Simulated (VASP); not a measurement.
## CdTe: single point with PBE

Crystal: CdTe.

```
Cd Te
1.0
     0.00000    3.08868    3.52309
     3.08868    0.00000    3.52309
     3.08868    3.08868    0.00000
Cd Te
1 1
Direct
  0.00000 0.00000 0.00000
  0.25000 0.25000 0.25000
```

This cell differs from its parent crystal: epitaxial xy strain -5.8%.

```
Program             : VASP 6.6.1
Task                : single point
Functional          : PBE
Potentials or basis : VASP PAW PBE potentials, release 64 (Cd, Te)
Cutoff              : 500 eV
k mesh              : 4 × 4 × 4
Occupations         : gaussian, width 0.01 eV
Spin                : no spin polarisation
```

```yaml
Pressure: 3.2 GPa
Band_gap_on_the_k_mesh: 0.54 eV, direct
```

Stress tensor (GPa, compression positive):
```
4.09 0.00 0.00
0.00 4.09 0.00
0.00 0.00 1.51
```

Levels at points of the mesh, in eV from the valence-band top:
```
           k point  band 6  band 7  band 8  band 9  band 10  band 11  band 12  band 13
(0.00, 0.00, 0.00)   -8.25   -0.56    0.00    0.00     0.54     4.48     4.48     4.52
(0.50, 0.00, 0.00)   -7.90   -4.63   -1.30   -0.59     1.48     4.84     5.43     7.00
(0.50, 0.50, 0.00)   -7.91   -4.94   -1.65   -1.65     2.80     3.15     8.02     8.98
(0.50, 0.00, 0.50)   -7.69   -4.29   -2.31   -2.12     2.18     2.24     8.17     8.73
```

It took 8.5 s on 1 thread of Intel(R) Xeon(R) 6975P-C (Granite Rapids), on a shared host, peak memory 0.18 GiB.

Caveat: the k points lie up to 0.42 Å⁻¹ apart; the cell differs from its parent crystal (epitaxial xy strain -5.8%); spin-orbit coupling is left out, which moves the levels of the heavy elements.
